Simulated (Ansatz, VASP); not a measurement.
# Mg in VASP and in Ansatz

```xyz
1
Lattice="-1.7788 1.7788 1.7788 1.7788 -1.7788 1.7788 1.7788 1.7788 -1.7788" Properties=species:S:1:pos:R:3 pbc="T T T"
Mg    0.0000    0.0000    0.0000
```

Alike in both runs: functional r2SCAN; k mesh 16 × 16 × 16; occupations gaussian, width 0.1 eV; no spin polarisation.

Ansatz relaxed the structure, and its values are those at the end. VASP's run is a single point on that final structure, the one shown.

|  | VASP | Ansatz |
| --- | --- | --- |
| version | VASP 6.6.1 | Ansatz 0.2.0 |
| potentials or method | VASP PAW PBE potentials, release 64 (Mg), cutoff 520 eV | scalar-relativistic, plane waves, PAW |
| valence electrons in the cell | 2 | 10 |

```csv
,VASP,Ansatz,Ansatz less VASP
gap on the k mesh at the Fermi level (eV),none,none,-
pressure (GPa),-0.3,0.0,+0.27
```

VASP's potentials were made for PBE, not for r2SCAN. A gap of «none» marks a metal or a gap that the smearing closes. VASP's potentials hold 2 valence electrons a cell and Ansatz's 10, so a difference there can come from the potentials and not from the codes.
